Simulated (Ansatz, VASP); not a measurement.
Ga in VASP and in Ansatz

```
Ga
1.0
     2.96479    0.00000    0.00000
    -1.48239    2.56758    0.00000
     0.00000    0.00000    4.68945
Ga
2
Direct
  0.33333 0.66667 0.25000
  0.66667 0.33333 0.75000
```

Alike in both runs: functional PBEsol; k mesh 12 × 12 × 7; occupations fermi-dirac, width 0.1 eV; no spin polarisation.

Ansatz relaxed the structure, and its values are those at the end. VASP's run is a single point on that final structure, the one shown.

|  | VASP | Ansatz |
| --- | --- | --- |
| version | VASP 6.6.1 | Ansatz 0.2.0 |
| potentials or method | VASP PAW PBE potentials, release 64 (Ga_d), cutoff 520 eV | plane waves (420 eV) with PAW, scalar-relativistic |
| valence electrons in the cell | 26 | 26 |

```tsv
	VASP	Ansatz	Ansatz less VASP
pressure (GPa)	0.1	0.0	-0.07
```

VASP's potentials were made for PBE, not for PBEsol, and Ansatz warns of the same on its side.
